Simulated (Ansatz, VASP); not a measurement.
**BAs: VASP beside Ansatz**

```
CELL_PARAMETERS angstrom
0.00000 2.38850 2.38850
2.38850 0.00000 2.38850
2.38850 2.38850 0.00000
ATOMIC_POSITIONS crystal
B 0.00000 0.00000 0.00000
As 0.75000 0.75000 0.75000
```

Alike in both runs: task single point; functional LDA; k mesh 12 × 12 × 12; occupations fermi-dirac, width 0.2 eV; no spin polarisation.

```csv
,VASP,Ansatz
version,VASP 6.6.1,Ansatz 0.2.0
potentials or method,"VASP PAW LDA potentials, release 64 (B, As), cutoff 520 eV","scalar-relativistic, plane waves, PAW"
valence electrons in the cell,8,18
```

Ansatz gave:

| Property | Result |
| --- | --- |
| gap on the k mesh at the Fermi level (eV) | 1.14 |
| least direct gap on the mesh (eV) | 3.25 |
| pressure (GPa) | -3.9 |

**Question.** What did VASP give for the same quantities?

**Answer.** gap on the k mesh at the Fermi level (eV): 1.13; least direct gap on the mesh (eV): 3.25; pressure (GPa): -3.1.

LDA's correlation is that of Perdew and Zunger in VASP and of Perdew and Wang (1992) in Ansatz. VASP's potentials hold 8 valence electrons a cell and Ansatz's 18, so a difference there can come from the potentials and not from the codes.
